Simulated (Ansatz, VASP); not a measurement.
# LiCl: VASP beside Ansatz

File INCAR:

```
SYSTEM = LiCl
  PREC = Accurate
  ENCUT = 520
  EDIFF = 1E-6
  ISMEAR = -1
  SIGMA = 0.03
  LREAL = .FALSE.
  LASPH = .TRUE.
  NELM = 100
  ALGO = Normal
  ISIF = 2
  LWAVE = .FALSE.
  LCHARG = .FALSE.
  GGA = PE
  NBANDS = 12
```

KPOINTS

```
regular mesh
0
G
  9 9 9
  0 0 0
```

Contents of POSCAR:

```
LiCl
1.0
    0.0000000000      2.5647600000      2.5647600000
    2.5647600000      0.0000000000      2.5647600000
    2.5647600000      2.5647600000      0.0000000000
Li Cl
1 1
Direct
    0.0000000000      0.0000000000      0.0000000000
    0.5000000000      0.5000000000      0.5000000000
```

Input for Ansatz:

```yaml
crystal:
  lattice:
    - [0.0, 2.56476, 2.56476]
    - [2.56476, 0.0, 2.56476]
    - [2.56476, 2.56476, 0.0]
  atoms:
    - { symbol: Li, position: [0.0, 0.0, 0.0] }
    - { symbol: Cl, position: [0.5, 0.5, 0.5] }
kpoints:
  mp_grid: { grid: [9, 9, 9] }
scf:
  occupations: { method: fermi_dirac, width: 0.03 }
hamiltonian:
  xc: pbe
  pseudopotentials: { kind: all_electron, lapw: { basis_error: 0.03 } }
output:
  forces: true
  stress: true
  eigenvalues: true
```

Alike in both runs: task single point; functional PBE; k mesh 9 × 9 × 9; occupations fermi-dirac, width 0.03 eV; no spin polarisation.

|  | VASP | Ansatz |
| --- | --- | --- |
| version | VASP 6.6.1 | Ansatz 0.2.0 |
| potentials or method | VASP PAW PBE potentials, release 64 (Li_sv, Cl), cutoff 520 eV | all-electron LAPW, scalar-relativistic |

|  | VASP | Ansatz | Ansatz less VASP |
| --- | --- | --- | --- |
| gap on the k mesh at the Fermi level (eV) | 6.34 | 6.33 | -0.011 |

Ansatz ran all-electron here, and VASP with PAW potentials.

Noted on VASP's run: the cutoff is short for stress, so the pressure is rough.
